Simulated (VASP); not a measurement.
## NbCu2: single point with PBE

NbCu2:

```xyz
3
Lattice="0.0000 2.9572 2.9572 2.9572 0.0000 2.9572 2.9572 2.9572 0.0000" Properties=species:S:1:pos:R:3 pbc="T T T"
Nb    0.0000    0.0000    0.0000
Cu    1.4786    1.4786    1.4786
Cu    4.4358    4.4358    4.4358
```

- Program: VASP 6.6.1
- Task: single point
- Functional: PBE
- Potentials or basis: VASP PAW PBE potentials, release 64 (Nb_sv, Cu)
- Cutoff: 520 eV
- k mesh: 6 × 6 × 6
- Occupations: gaussian, width 0.1 eV
- Spin: no spin polarisation

```yaml
Pressure: 0.2 GPa
```

Levels at points of the mesh, in eV from the Fermi level:
```
           k point  band 15  band 16  band 17  band 18  band 19  band 20  band 21  band 22
(0.00, 0.00, 0.00)    -2.39    -0.94    -0.94    -0.94     1.50     1.50     6.09     9.06
(0.50, 0.00, 0.00)    -2.99    -2.47    -0.11    -0.11     1.56     1.56     2.01     5.80
(0.50, 0.50, 0.00)    -2.41    -1.23    -1.10     1.05     1.47     1.47     1.87     1.87
```

Run time: 12 s on 1 thread of Intel(R) Xeon(R) 6975P-C (Granite Rapids) (shared host), peak memory 0.18 GiB.
